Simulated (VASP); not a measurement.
Write the native input for VASP 6.6.1 that does the following.

| Item | Value |
| --- | --- |
| Task | single point |
| Functional | PBE |
| Potentials or basis | VASP PAW PBE potentials, release 64 (W_sv, Si) |
| Cutoff | 520 eV |
| k mesh | 7 × 7 × 7 |
| Occupations | fermi-dirac, width 0.05 eV |
| Spin | no spin polarisation |
| Dipole correction | no |
| Further INCAR settings | ALGO = Normal; EDIFF = 1e-06; NBANDS = 18 |

The structure of Si2W lies in POSCAR:

```
Si2W
1.0
   -1.6069000000      1.6069000000      3.9149500000
    1.6069000000     -1.6069000000      3.9149500000
    1.6069000000      1.6069000000     -3.9149500000
W Si
1 2
Direct
    0.0000000000      0.0000000000      0.0000000000
    0.6653000000      0.6653000000      0.0000000000
    0.3347000000      0.3347000000      0.0000000000
```

The input as run:

INCAR

```
  PREC = Accurate
  ENCUT = 520
  EDIFF = 1E-6
  ISMEAR = -1
  SIGMA = 0.05
  LREAL = False
  LASPH = True
  NELM = 60
  ALGO = Normal
  ISIF = 2
  LWAVE = False
  LCHARG = False
  GGA = PE
  NBANDS = 18
```

KPOINTS

```
Automatic mesh
0
Gamma
  7 7 7
```

Potentials or basis: VASP PAW PBE potentials, release 64 (W_sv, Si).

The run is started by

```console
$ cat potpaw_PBE.64/W_sv/POTCAR potpaw_PBE.64/Si/POTCAR > POTCAR
$ mpirun -np 1 vasp_std > vasp.out
```

Results of the run:

```yaml
Pressure: 3.3 GPa
Largest_force: 0.041 eV/Å
Band_gap_on_the_k_mesh: zero (bands 11 and 12 overlap by 1.06 eV)
```

Caveat: the cell stands under pressure; spin-orbit coupling is left out, which moves the levels of the heavy elements.

It took 62 s on 1 thread of Intel Xeon 8259CL, with other jobs on the host, peak memory 0.22 GiB.
